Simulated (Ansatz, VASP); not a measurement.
CaH4: VASP beside Ansatz

```
Ca H
1.0
    -1.64240    1.64240    2.75352
     1.64240   -1.64240    2.75352
     1.64240    1.64240   -2.75352
Ca H
1 4
Direct
  0.00000 0.00000 0.00000
  0.75000 0.25000 0.50000
  0.25000 0.75000 0.50000
  0.44065 0.44065 0.00000
  0.55935 0.55935 0.00000
```

Alike in both runs: task single point; functional PBEsol; k mesh 10 × 10 × 10; occupations gaussian, width 0.03 eV; no spin polarisation.

|  | VASP | Ansatz |
| --- | --- | --- |
| version | VASP 6.6.1 | Ansatz 0.2.0 |
| potentials or method | VASP PAW PBE potentials, release 64 (Ca_sv, H), cutoff 500 eV | scalar-relativistic, plane waves, PAW |
| valence electrons in the cell | 14 | 14 |

```tsv
	VASP	Ansatz	Ansatz less VASP
gap on the k mesh at the Fermi level (eV)	0.66	0.68	+0.026
least direct gap on the mesh (eV)	1.57	1.59	+0.024
rms of the force components (eV/Å)	2.179	2.160	-0.0191
```

VASP's potentials were made for PBE, not for PBEsol. Atom by atom the forces differ by 0.019 eV/Å (rms over components).
